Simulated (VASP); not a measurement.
Input of a VASP 6.6.1 run:

INCAR

```
SYSTEM = Si
ALGO = Normal
EDIFF = 1E-6
ENCUT = 520
GGA = PE
ISIF = 2
ISMEAR = -1
LASPH = .True.
LCHARG = .False.
LREAL = .False.
LWAVE = .False.
NBANDS = 13
NELM = 80
PREC = Accurate
SIGMA = 0.08
```

Contents of KPOINTS:

```
k-points
0
Gamma
  9 9 12
  0 0 0
```

The input POSCAR:

```
Si
1.0
    4.2794752517      0.0000000000      0.0000000000
   -2.1397376259      3.7061342828      0.0000000000
    0.0000000000      0.0000000000      2.5059569671
Si
3
Direct
    0.0000000000      0.0000000000      0.0000000000
    0.3333333333      0.6666666667      0.5000000000
    0.6666666667      0.3333333333      0.5000000000
```

Potentials or basis: VASP PAW PBE potentials, release 64 (Si).

Run with:

```console
$ cat potpaw_PBE.64/Si/POTCAR > POTCAR
$ mpirun -np 1 vasp_std > vasp.out
```

(1) Predict the band gap on the k mesh.

(2) What does it give for the pressure?

Results:

(1) zero (bands 6 and 7 overlap by 7.84 eV).

(2) 12.9 GPa.

Caveat: the cell stands under pressure.
